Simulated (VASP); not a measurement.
Input of a VASP 6.6.1 run:

The input INCAR:

```
  ALGO = Normal
  EDIFF = 1E-6
  ENCUT = 520
  GGA = PS
  ISIF = 2
  ISMEAR = -1
  LASPH = True
  LCHARG = False
  LREAL = False
  LWAVE = False
  NBANDS = 16
  NELM = 100
  PREC = Accurate
  SIGMA = 0.1
```

The input KPOINTS:

```
k-points
0
Gamma
  16 16 12
```

POSCAR

```
ZrB2
1.0
    3.1398298233      0.0000000000      0.0000000000
   -1.5699149117      2.7191723906      0.0000000000
    0.0000000000      0.0000000000      3.4861813766
Zr B
1 2
Direct
    0.0000000000      0.0000000000      0.0000000000
    0.3333333333      0.6666666667      0.5000000000
    0.6666666667      0.3333333333      0.5000000000
```

Potentials or basis: VASP PAW PBE potentials, release 64 (Zr_sv, B).

Launch:

```sh
$ cat potpaw_PBE.64/Zr_sv/POTCAR potpaw_PBE.64/B/POTCAR > POTCAR
$ mpirun -np 1 vasp_std > vasp.out
```

Question: Predict the band gap on the k mesh.

Answer: Zero (bands 9 and 10 overlap by 1.17 eV).

Question: What does it give for the pressure?

Answer: 4.3 GPa.

Caveat: the cell stands under pressure; the PAW data sets were made with another functional, which shifts forces and pressure a little.
